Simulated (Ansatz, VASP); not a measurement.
## One calculation of BaS, two programs

```xyz
2
Lattice="0.0000 3.4138 3.6926 3.4138 0.0000 3.6926 3.4138 3.4138 0.0000" Properties=species:S:1:pos:R:3 pbc="T T T"
Ba    0.0000    0.0000    0.0000
S     1.7069    1.7069    1.8463
```

Change from the starting cell: epitaxial_xy strain -3.0%.

Alike in both runs: task single point; functional r2SCAN; k mesh 6 × 6 × 6; no spin polarisation.

```csv
,VASP,Ansatz
version,VASP 6.6.1,Ansatz 0.2.0
potentials or method,"VASP PAW PBE potentials, release 64 (Ba_sv, S)","plane waves, PAW"
plane-wave cutoff (eV),520,500
occupations,"gaussian, width 0.01 eV",fixed
valence electrons in the cell,16,16
```

```tsv
	VASP	Ansatz	Ansatz less VASP
gap on the k mesh at the Fermi level (eV)	3.06	3.05	-0.011
pressure (GPa)	0.7	0.2	-0.42
traceless stress, the component that is largest in VASP (GPa)	-0.22	-0.24	-0.028
```

VASP's potentials were made for PBE, not for r2SCAN.

Spin-orbit coupling is off throughout.
